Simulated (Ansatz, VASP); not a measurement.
# One calculation of Nb2WSe5, two programs

```
Nb W Se
1.0
     3.39123    0.00000    0.00000
    -1.69561    2.93689    0.00000
     0.00000    0.00000   18.32835
Nb W Se
2 1 5
Direct
  0.33333 0.66667 0.59620
  0.33333 0.66667 0.40380
  0.00000 0.00000 0.00000
  0.33333 0.66667 0.90982
  0.33333 0.66667 0.09018
  0.00000 0.00000 0.50000
  0.00000 0.00000 0.68935
  0.00000 0.00000 0.31065
```

Alike in both runs: task single point; functional PBE; k mesh 6 × 6 × 2; occupations gaussian, width 0.2 eV; no spin polarisation.

```csv
,VASP,Ansatz
version,VASP 6.6.1,Ansatz 0.2.0
potentials or method,"VASP PAW PBE potentials, release 64 (Nb_sv, W_sv, Se), cutoff 520 eV","scalar-relativistic, plane waves, PAW"
valence electrons in the cell,70,120
```

```tsv
	VASP	Ansatz	Ansatz less VASP
gap on the k mesh at the Fermi level (eV)	none	none	-
pressure (GPa)	0.1	0.0	-0.06
traceless stress, the component that is largest in VASP (GPa)	0.07	0.04	-0.027
rms of the force components (eV/Å)	0.014	0.003	-0.0116
```

Atom by atom the forces differ by 0.012 eV/Å (rms over components). A gap of «none» marks a metal or a gap that the smearing closes. VASP's potentials hold 70 valence electrons a cell and Ansatz's 120, so a difference there can come from the potentials and not from the codes.

Spin-orbit coupling is off throughout.
